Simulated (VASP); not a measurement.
# Gd (Pm-3m) in VASP: notebook

Gd is run at these levels: LDA; tasks: single point, relaxation of cell and atoms.

Program: VASP 6.6.1. These are calculated values, not measurements. Logs are shortened: lines on timing, memory, paths and dates and some standing lists are left out, and cuts for length are marked.

## (1) The cell of the first run

The structure is cubic, space group Pm-3m (No. 221). Conventional cell: a = 2.948 Å, b = 2.948 Å, c = 2.948 Å, α = 90.00°, β = 90.00°, γ = 90.00°. Within 3.9 Å of Gd (site symmetry m-3m) lie 6 Gd at 2.95 Å.

This isn't the form of Gd at room conditions, which is hcp.

## (2) Single point, LDA, collinear spin, ferromagnetic start

Input file INCAR:

```
SYSTEM = Gd
PREC = Accurate ; ENCUT = 520
EDIFF = 1E-6 ; ISMEAR = 0
SIGMA = 0.05 ; LREAL = .False.
LASPH = .True. ; NELM = 150
ALGO = Normal ; ISIF = 2
LWAVE = .False. ; LCHARG = .True.
ISPIN = 2 ; MAGMOM = 7
LORBIT = 11 ; LMAXMIX = 6
GGA = CA ; LELF = .True.
LVHAR = .True. ; NBANDS = 19
```

Input file KPOINTS:

```
Automatic mesh
0
Gamma
  7 7 7
  0 0 0
```

Input file POSCAR:

```
Gd
1.0
    2.9481713896      0.0000000000      0.0000000000
    0.0000000000      2.9481713896      0.0000000000
    0.0000000000      0.0000000000      2.9481713896
Gd
1
Direct
    0.0000000000      0.0000000000      0.0000000000
```

Potentials or basis: VASP PAW PBE potentials, release 64 (Gd).

Command:

```sh
$ cat potpaw_PBE.64/Gd/POTCAR > POTCAR
$ mpirun -np 1 vasp_std > vasp.out
```

OUTCAR:

```text
SYSTEM = Gd
   PREC = Accurate
   ENCUT = 520
   EDIFF = 1E-6
   ISMEAR = 0
   LREAL = .False.
   LASPH = .True.
   NELM = 150
   ISIF = 2
   ISPIN = 2
   LORBIT = 11
   GGA = CA

 ion  position               nearest neighbor table
   1  0.000  0.000  0.000-

  LATTYP: Found a simple cubic cell.
 ALAT       =     2.9481713896

  Lattice vectors:

 A1 = (   2.9481713896,   0.0000000000,   0.0000000000)
 A2 = (   0.0000000000,   2.9481713896,   0.0000000000)
 A3 = (   0.0000000000,   0.0000000000,   2.9481713896)

Analysis of symmetry for initial positions (statically):
=====================================================================
 Subroutine PRICEL returns:
 Original cell was already a primitive cell.

 Routine SETGRP: Setting up the symmetry group for a
 simple cubic supercell.

 Subroutine GETGRP returns: Found 48 space group operations
 (whereof 48 operations were pure point group operations)
 out of a pool of 48 trial point group operations.

The static configuration has the point symmetry O_h .

Analysis of symmetry for dynamics (positions and initial velocities):
=====================================================================
 Subroutine PRICEL returns:
 Original cell was already a primitive cell.

 Routine SETGRP: Setting up the symmetry group for a
 simple cubic supercell.

 Subroutine GETGRP returns: Found 48 space group operations
 (whereof 48 operations were pure point group operations)
 out of a pool of 48 trial point group operations.

The dynamic configuration has the point symmetry O_h .

Analysis of structural, dynamic, and magnetic symmetry:
=====================================================================
 Subroutine PRICEL returns:
 Original cell was already a primitive cell.

 Routine SETGRP: Setting up the symmetry group for a
 simple cubic supercell.

 Subroutine GETGRP returns: Found 48 space group operations
 (whereof 48 operations were pure point group operations)
 out of a pool of 48 trial point group operations.

The overall configuration has the point symmetry O_h .

 Subroutine INISYM returns: Found 48 space group operations
 (whereof 48 operations are pure point group operations),
 and found     1 'primitive' translations

----------------------------------------------------------------------------------------

                                     Primitive cell

  volume of cell :      25.6247

[... 95 lines left out ...]
   EFERMI =   0.00;   METHOD = LEGACY
   ISMEAR =     0;   SIGMA  =   0.05  broadening in eV -4-tet -1-fermi 0-gaus
   EFERMI_NEDOS =   21; number of points for ismear=-14 and -15
   IALGO  =     38    algorithm
   IMIX   =      4    mixing-type and parameters
     AMIX     =   0.40;   BMIX     =  1.00
     AMIX_MAG =   1.60;   BMIX_MAG =  1.00
  volume/ion in A,a.u.               =      25.62       172.92
  Fermi-wavevector in a.u.,A,eV,Ry     =   1.455279  2.750079 28.814923  2.117837
  Thomas-Fermi vector in A             =   2.572332
   LORBIT       =     11    0 simple, 1 ext, 2 COOP (PROOUT), +10 PAW based schemes
   GGA     = CA    functional components
   LHFCALC =     F    Hartree Fock is set to
   AEXX    =    0.0000 exact exchange contribution
   IVDW    =     0    specifies the selected vdW correction
   LEPSILON=     F    determine dielectric tensor
   LRPA    =     F    only Hartree local field effects (RPA)
 spin polarized calculation
 Gauss-broadening in eV      SIGMA  =   0.05
  energy-cutoff  :      520.00
  volume of cell :       25.62
 maximum number of plane-waves:       739
 NGX is ok and might be reduce to    24
   NGX = 11   NGY = 11   NGZ = 11

 number of electron      18.0000001 magnetization       7.4224539

 Free energy of the ion-electron system (eV)
  ---------------------------------------------------
  ext. energy  EPLUGINS =         0.00000000
  ---------------------------------------------------
  free energy    TOTEN  =       -10.99177763 eV

  energy without entropy =      -10.98880123  energy(sigma->0) =      -10.99028943

 E-fermi :   3.7932     XC(G=0): -11.3941

 val. band max:        3.7608623315   @ k =   0.4286   0.4286   0.2857
 cond. band min:       3.8331282699   @ k =   0.1429   0.0000   0.0000
 fundamental gap:      0.0722659384
 Fermi energy:         3.7932496416

 spin component 1

 k-point     1 :       0.0000    0.0000    0.0000
  band No.  band energies     occupation
      1     -40.9562      1.00000
      2     -17.5288      1.00000
      3     -17.5288      1.00000
      4     -17.5288      1.00000
      5      -0.9600      1.00000
      6      -0.3656      1.00000
[... 416 lines left out ...]
      5      -0.4640      1.00000
      6      -0.3589      1.00000
[... 11 lines left out ...]
     18      15.0788      0.00000
     19      18.6252      0.00000
 Fermi energy:         3.7932496416

 spin component 2

 k-point     1 :       0.0000    0.0000    0.0000
  band No.  band energies     occupation
      1     -38.0744      1.00000
      2     -15.2234      1.00000
      3     -15.2234      1.00000
      4     -15.2234      1.00000
      5      -0.1847      1.00000
      6       3.2198      1.00000
[... 417 lines left out ...]
      6       3.1755      1.00000
[... 11 lines left out ...]
     18      16.5266      0.00000
     19      20.1908      0.00000

------------------------ aborting loop because EDIFF is reached ----------------------------------------

  FORCE on cell =-STRESS in cart. coord.  units (eV):
  Direction    XX          YY          ZZ          XY          YZ          ZX
  --------------------------------------------------------------------------------------
  -------------------------------------------------------------------------------------
  Total        0.8303550      0.8303550      0.8303550      0.0000000      0.0000000      0.0000000
  in kB       51.9177933     51.9177933     51.9177933      0.0000000      0.0000000      0.0000000
  external PRESSURE =      51.9177933 kB  Pullay stress =       0.0000000 kB

 VOLUME and BASIS-vectors are now :
 -----------------------------------------------------------------------------
  energy-cutoff  :      520.00
  volume of cell :       25.62
      direct lattice vectors                 reciprocal lattice vectors
     2.948171390  0.000000000  0.000000000     0.339193306  0.000000000  0.000000000
     0.000000000  2.948171390  0.000000000     0.000000000  0.339193306  0.000000000
     0.000000000  0.000000000  2.948171390     0.000000000  0.000000000  0.339193306

 POSITION                                       TOTAL-FORCE (eV/Angst)
 -----------------------------------------------------------------------------------
      0.00000      0.00000      0.00000         0.000000      0.000000      0.000000
 -----------------------------------------------------------------------------------
    total drift:                                0.000000     -0.000000      0.000000

  FREE ENERGIE OF THE ION-ELECTRON SYSTEM (eV)
  ---------------------------------------------------
  free  energy   TOTEN  =       -10.9917776324 eV

  energy  without entropy=      -10.9888012263  energy(sigma->0) =      -10.99028943

 total charge

# of ion       s       p       d       f       tot
--------------------------------------------------
    1        2.067   5.496   0.836   7.046  15.446

 magnetization (x)

# of ion       s       p       d       f       tot
--------------------------------------------------
    1        0.022  -0.040   0.287   6.699   6.967
```

stdout:

```text
POSCAR found type information on POSCAR Gd
 POSCAR found :  1 types and       1 ions
 scaLAPACK will be used
 -----------------------------------------------------------------------------
|                                                                             |
|                                                                             |
|     You enforced a specific xc type in the INCAR file but a different       |
|     I HOPE YOU KNOW WHAT YOU ARE DOING!                                     |
|                                                                             |
 -----------------------------------------------------------------------------

 LDA part: xc-table for (Slater(with rela. corr.)+CA(PZ))
 , standard interpolation
 POSCAR, INCAR and KPOINTS ok, starting setup
 FFT: planning ... GRIDC
 FFT: planning ... GRID_SOFT
 FFT: planning ... GRID
 WAVECAR not read
 entering main loop
```

It took 14 s on 1 thread of Intel Xeon 6975P-C (Granite Rapids), shared host; peak memory 0.15 GiB.

What came out:

- Free energy: -10.9918 eV
- Pressure: 5.2 GPa
- Net moment: 7.42 μB per cell
- Site moments: Gd +6.97 μB
- Valence electrons inside the program's atomic spheres: Gd 15.45

Caveat: the cell stands under pressure; the PAW data sets were made with another functional, which shifts forces and pressure a little; spin-orbit coupling is left out, which moves the levels of the heavy elements; semilocal functionals describe open f shells poorly, which spoils levels, moments and volumes. The state reached can hang on the start; a lower one may exist.

## (3) Single point, LDA, collinear spin, ferromagnetic start

This run uses another cell than the first one, of 29.40 Å³/atom.

Input file INCAR:

```
PREC = Accurate
ENCUT = 520
EDIFF = 1E-7
ISMEAR = 0
SIGMA = 0.05
LREAL = F
LASPH = T
NELM = 150
ALGO = Normal
ISIF = 2
LWAVE = F
LCHARG = F
ISPIN = 2
MAGMOM = 7
LORBIT = 11
LMAXMIX = 6
GGA = CA
NBANDS = 19
```

Input file KPOINTS:

```
Automatic mesh
0
Gamma
  7 7 7
```

Input file POSCAR:

```
Gd
1.0
    3.0863497804      0.0000000000      0.0000000000
    0.0000000000      3.0863497804      0.0000000000
    0.0000000000      0.0000000000      3.0863497804
Gd
1
Direct
    0.0000000000      0.0000000000      0.0000000000
```

Potentials or basis: VASP PAW PBE potentials, release 64 (Gd).

Command:

```sh
$ cat potpaw_PBE.64/Gd/POTCAR > POTCAR
$ mpirun -np 1 vasp_std > vasp.out
```

Run time: 13 s. Hardware: 1 thread of Intel Xeon 6975P-C (Granite Rapids), shared host; peak memory 0.15 GiB.

Results (log left out):

- Free energy: -11.0389 eV
- Pressure: -0.2 GPa
- Net moment: 7.48 μB per cell
- Site moments: Gd +6.98 μB
- Valence electrons inside the program's atomic spheres: Gd 15.35

Levels at points of the mesh, in eV from the Fermi level:
Spin up:
| k point | band 9 | band 10 | band 11 | band 12 | band 13 | band 14 | band 15 | band 16 | band 17 | band 18 |
| --- | --- | --- | --- | --- | --- | --- | --- | --- | --- | --- |
| (0.00, 0.00, 0.00) | -4.29 | -4.29 | -4.29 | -4.23 | -1.49 | -1.49 | 6.57 | 6.57 | 6.57 | 12.10 |
Spin down:
```tsv
k point	band 2	band 3	band 4	band 5	band 6	band 7	band 8	band 9
(0.00, 0.00, 0.00)	-19.46	-19.46	-19.46	-4.06	-0.38	-0.38	0.43	0.43
```

Caveat: the PAW data sets were made with another functional, which shifts forces and pressure a little; spin-orbit coupling is left out, which moves the levels of the heavy elements; semilocal functionals describe open f shells poorly, which spoils levels, moments and volumes. The state reached can hang on the start; a lower one may exist.

(Part 1 of 2 ends here.)
